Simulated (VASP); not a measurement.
# AlNi (WC type) (P-6m2) in VASP: notebook, part 2 of 2

VASP 6.6.1.

**3. Relaxation of cell and atoms, PBE, target pressure 46 GPa, at which the enthalpy is minimised**

This run uses another cell than the first one, of 11.19 Å³/atom.

Input file INCAR:

```
PREC = Accurate ; ENCUT = 600
EDIFF = 1E-6 ; ISMEAR = -1
SIGMA = 0.08 ; LREAL = False
LASPH = True ; NELM = 60
ALGO = Normal ; ISIF = 3
LWAVE = False ; LCHARG = False
GGA = PE ; IBRION = 2
NSW = 60 ; EDIFFG = -0.005
PSTRESS = 460.0
```

Input file KPOINTS:

```
Automatic mesh
0
Gamma
  15 15 13
```

Input file POSCAR:

```
AlNi
1.0
    2.9760286672      0.0000000000      0.0000000000
   -1.4880143336      2.5773164282      0.0000000000
    0.0000000000      0.0000000000      2.9165080938
Ni Al
1 1
Direct
    0.0000000000      0.0000000000      0.0000000000
    0.3333333333      0.6666666667      0.5000000000
```

Potentials or basis: VASP PAW PBE potentials, release 64 (Ni, Al).

Command:

```console
$ cat potpaw_PBE.64/Ni/POTCAR potpaw_PBE.64/Al/POTCAR > POTCAR
$ mpirun -np 1 vasp_std > vasp.out
```

OUTCAR:

```text
PREC = Accurate
   ENCUT = 600
   EDIFF = 1E-6
   ISMEAR = -1
   LREAL = False
   LASPH = True
   NELM = 60
   ISIF = 3
   GGA = PE
   IBRION = 2
   NSW = 60
   EDIFFG = -0.005
   PSTRESS = 460.0

 ion  position               nearest neighbor table
   1  0.000  0.000  0.000-   2 2.25   2 2.25   2 2.25   2 2.25   2 2.25   2 2.25
   2  0.333  0.667  0.500-   1 2.25   1 2.25   1 2.25   1 2.25   1 2.25   1 2.25

  LATTYP: Found a hexagonal cell.
 ALAT       =     2.9760286672
 C/A-ratio  =     0.9800000000

  Lattice vectors:

 A1 = (   2.9760286672,   0.0000000000,   0.0000000000)
 A2 = (  -1.4880143336,   2.5773164282,   0.0000000000)
 A3 = (   0.0000000000,   0.0000000000,   2.9165080938)

Analysis of symmetry for initial positions (statically):
=====================================================================
 Subroutine PRICEL returns:
[... 381 lines left out ...]
 k-point     1 :       0.0000    0.0000    0.0000
  band No.  band energies     occupation
      1      -0.2668      2.00000
      2       7.4130      2.00000
      3       9.8292      2.00000
      4       9.8292      2.00000
      5      10.0257      2.00000
      6      10.4350      2.00000
      7      10.4350      2.00000
      8      15.3594      0.00000
      9      26.4368      0.00000
     10      26.4368      0.00000
[... 287 lines left out ...]
 k-point    24 :       0.4000    0.2000    0.0000
  band No.  band energies     occupation
      1       6.4293      2.00000
      2       7.6779      2.00000
      3       8.3318      2.00000
      4       8.3865      2.00000
      5       9.4344      2.00000
      6      11.6408      1.99276
      7      12.7901      0.00032
      8      15.4878      0.00000
      9      18.1707      0.00000
     10      21.0619      0.00000

 [... further k-points ...]

------------------------ aborting loop because EDIFF is reached ----------------------------------------

  FORCE on cell =-STRESS in cart. coord.  units (eV):
  Direction    XX          YY          ZZ          XY          YZ          ZX
  --------------------------------------------------------------------------------------
  -------------------------------------------------------------------------------------
  Total        5.8795489      5.8795489      5.8781930      0.0000000     -0.0000000      0.0000000
  in kB      459.7956852    459.7956852    459.6896495      0.0000000     -0.0000000      0.0000000
  external PRESSURE =      -0.2396600 kB  Pullay stress =     460.0000000 kB
[... 21 lines left out ...]
  energy  without entropy=       -9.5922719016  energy(sigma->0) =       -9.59951162

  enthalpy is  TOTEN    =        -3.7245898034 eV   P V=        5.8821615337

 reached required accuracy - stopping structural energy minimisation
```

CONTCAR:

```text
AlNi
   1.00000000000000
     2.5501041666381257    0.0000000000000000    0.0000000000000000
    -1.2750520833190628    2.2084549906531845   -0.0000000000000000
     0.0000000000000000    0.0000000000000000    3.6378369017516765
  Ni              Al
     1     1
Direct
     0.0000000000000000    0.0000000000000000    0.0000000000000000
     0.3333333332999970    0.6666666667000030    0.5000000000000000

  0.00000000E+00  0.00000000E+00  0.00000000E+00
  0.00000000E+00  0.00000000E+00  0.00000000E+00
```

Wall time 8.4 min (1 thread of Intel Xeon 8259CL, shared host); peak memory 0.21 GiB.

Results:

```
Free energy                                                : -9.6068 eV
Relaxed volume                                             : 10.24 Å³/atom
Relaxed cell                                               : a = 2.550 Å, b = 2.550 Å, c = 3.638 Å, α = 90.00°, β = 90.00°, γ = 120.00°
Space group after relaxing (to 0.1 Å)                      : P-6m2 (No. 187)
Energy change on relaxing (the run minimises the enthalpy) : -140.0 meV/atom
Ionic steps                                                : 19
Pressure after relaxing                                    : 46.0 GPa
Band gap on the k mesh                                     : zero (an odd number of electrons rules out a gap without spin polarisation)
```

The path:
| step | energy change (eV) | largest force (eV/Å) | pressure (GPa) | volume (Å³) |
| --- | --- | --- | --- | --- |
| 1 | 0.0000 | 0.0000 | 39.19 | 22.37 |
| 2 | 0.3407 | 0.0000 | 57.97 | 20.84 |
| 3 | 0.4429 | 0.0000 | 63.51 | 20.47 |
| 4 | 0.4418 | 0.0000 | 64.54 | 20.35 |
| 5 | 0.4348 | 0.0000 | 68.20 | 19.97 |
| 6 | 0.4647 | 0.0000 | 78.47 | 19.10 |
| 7 | 1.5898 | 0.0000 | 129.46 | 17.05 |
| 8 | 0.5569 | 0.0000 | 86.53 | 18.62 |
| 9 | 0.6748 | 0.0000 | 93.51 | 18.28 |
| 10 | 0.5489 | 0.0000 | 87.68 | 18.45 |
| 11 | 0.4521 | 0.0000 | 81.18 | 18.67 |
| 12 | 0.2871 | 0.0000 | 73.69 | 18.99 |
| 13 | -0.1199 | 0.0000 | 54.16 | 19.98 |
| 14 | -0.2656 | 0.0000 | 46.73 | 20.44 |
| 15 | -0.2824 | 0.0000 | 45.84 | 20.50 |
| 16 | -0.2820 | 0.0000 | 45.86 | 20.49 |
| 17 | -0.2808 | 0.0000 | 45.98 | 20.49 |
| 18 | -0.2784 | 0.0000 | 46.18 | 20.48 |
| 19 | -0.2801 | 0.0000 | 45.98 | 20.49 |

Final structure:
```
CELL_PARAMETERS angstrom
2.55010 0.00000 0.00000
-1.27505 2.20845 0.00000
0.00000 0.00000 3.63784
ATOMIC_POSITIONS crystal
Ni 0.00000 0.00000 0.00000
Al 0.33333 0.66667 0.50000
```

Caveat: the cell is relaxed towards a set pressure, so the run minimises the enthalpy, not the energy; a cell axis changed by over 15 % at a fixed basis, so the end point is rough.
